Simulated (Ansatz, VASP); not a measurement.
## Yb, level by level in two programs

```
Yb
1.0
     3.87990    0.00000    0.00000
    -1.93995    3.36009    0.00000
     0.00000    0.00000    6.38590
Yb
2
Direct
  0.66667 0.33333 0.75000
  0.33333 0.66667 0.25000
```

Single points on this cell with VASP 6.6.1 and Ansatz 0.2.0. Each row is one pair of runs. Alike in all rows: smearing: fermi-dirac, width 0.05 eV; VASP's potentials, cutoff: VASP PAW PBE potentials, release 64 (Yb), 520 eV; Ansatz's potentials, cutoff: Ansatz PAW, 420 eV.

```tsv
level	spin	k mesh	pressure (GPa), VASP	pressure (GPa), Ansatz
PBEsol	off	8 × 8 × 4	-2.9	-3.3
PBEsol	collinear, typed start	8 × 8 × 4	?	-3.3
PBEsol	collinear, zero start	7 × 7 × 4	-1.6	-3.3
PBEsol	collinear, typed start	7 × 7 × 4	-0.5	-3.3
PBE	collinear, typed start	7 × 7 × 4	-2.6	-2.4
```

Question: Fill in what VASP gave in row 2.

Answer: Pressure (GPa): -2.9.

Spin-orbit coupling is off throughout.
